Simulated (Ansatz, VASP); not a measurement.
Be2H3: VASP beside Ansatz

```xyz
10
Lattice="3.8842 0.0000 0.0000 1.8924 3.6088 0.0000 1.8518 0.2551 5.5420" Properties=species:S:1:pos:R:3 pbc="T T T"
Be    5.5591    0.8856    5.4803
Be    5.4787    1.9563    3.5136
Be    3.4967    0.9247    4.1810
Be    1.5116    1.7409    0.9611
H     2.0397    2.9175    0.3730
H     2.0836    1.4602    2.2501
H     4.0323    2.0307    3.4671
H     2.1982    0.6484    0.0882
H     5.8779    3.3440    3.5729
H     3.9919    1.4795    1.0518
```

Change from the starting cell: the structure that the rattled cell fell into.

Alike in both runs: functional PBE; k mesh 6 × 6 × 4; occupations gaussian, width 0.1 eV; no spin polarisation.

Ansatz relaxed the structure, and its values are those at the end. VASP's run is a single point on that final structure, the one shown.

|  | VASP | Ansatz |
| --- | --- | --- |
| version | VASP 6.6.1 | Ansatz 0.2.0 |
| potentials or method | VASP PAW PBE potentials, release 64 (Be, H), cutoff 520 eV | scalar-relativistic, plane waves, PAW |
| valence electrons in the cell | 14 | 14 |

Ansatz gave:

```
gap on the k mesh at the Fermi level (eV) : 1.83
least direct gap on the mesh (eV)         : 2.13
pressure (GPa)                            : 0.1
rms of the force components (eV/Å)        : 0.006
```

Q: Estimate VASP's values.

A: gap on the k mesh at the Fermi level (eV): 1.83; least direct gap on the mesh (eV): 2.12; pressure (GPa): 0.0; rms of the force components (eV/Å): 0.007.
